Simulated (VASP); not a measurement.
FeSi: single point with PBEsol

The system is FeSi.

```xyz
8
Lattice="4.5454 0.0000 0.0000 0.0000 4.5454 0.0000 0.0000 0.0000 4.5454" Properties=species:S:1:pos:R:3 pbc="T T T"
Fe    0.5984    0.5984    0.5984
Fe    1.6743    3.9470    2.8711
Fe    2.8711    1.6743    3.9470
Fe    3.9470    2.8711    1.6743
Si    3.8122    3.8122    3.8122
Si    3.0059    0.7332    1.5395
Si    1.5395    3.0059    0.7332
Si    0.7332    1.5395    3.0059
```

This cell differs from its parent crystal: volume scaled by 1.10, then relaxed in part.

```json
{
  "Program": "VASP 6.6.1",
  "Task": "single point",
  "Functional": "PBEsol",
  "Potentials or basis": "VASP PAW PBE potentials, release 64 (Fe, Si)",
  "Cutoff": "520 eV",
  "k mesh": "8 × 8 × 8",
  "Occupations": "gaussian, width 0.01 eV",
  "Spin": "no spin polarisation",
  "Dipole correction": "no",
  "Further INCAR settings": "ALGO = Normal; EDIFF = 1e-07; NBANDS = 34"
}
```

```json
{"Pressure": "-17.6 GPa", "Largest force": "0.041 eV/Å", "Band gap on the k mesh": "0.15 eV, indirect (least direct gap 0.16 eV)"}
```

Forces in eV/Å, atoms in the order of the input:
```
Fe   0.024  0.024  0.024
Fe  -0.024 -0.024  0.024
Fe   0.024 -0.024 -0.024
Fe  -0.024  0.024 -0.024
Si   0.006  0.006  0.006
Si  -0.006 -0.006  0.006
Si   0.006 -0.006 -0.006
Si  -0.006  0.006 -0.006
```

Levels at points of the mesh, in eV from the valence-band top:
| k point | band 22 | band 23 | band 24 | band 25 | band 26 | band 27 |
| --- | --- | --- | --- | --- | --- | --- |
| (0.00, 0.00, 0.00) | -0.25 | -0.02 | -0.02 | 0.59 | 0.59 | 0.59 |
| (0.50, 0.00, 0.00) | -0.33 | -0.02 | -0.02 | 0.19 | 0.19 | 1.60 |
| (0.50, 0.50, 0.00) | -0.93 | -0.31 | -0.31 | 0.60 | 0.60 | 1.18 |
| (0.50, 0.50, 0.50) | -0.58 | -0.58 | -0.58 | 0.45 | 0.45 | 0.45 |

Wall time 56 s on 1 thread of Intel(R) Xeon(R) 6975P-C (Granite Rapids), on a shared host, peak memory 0.26 GiB.

Caveat: the PAW data sets were made with another functional, which shifts forces and pressure a little. A k mesh can miss the band edges.
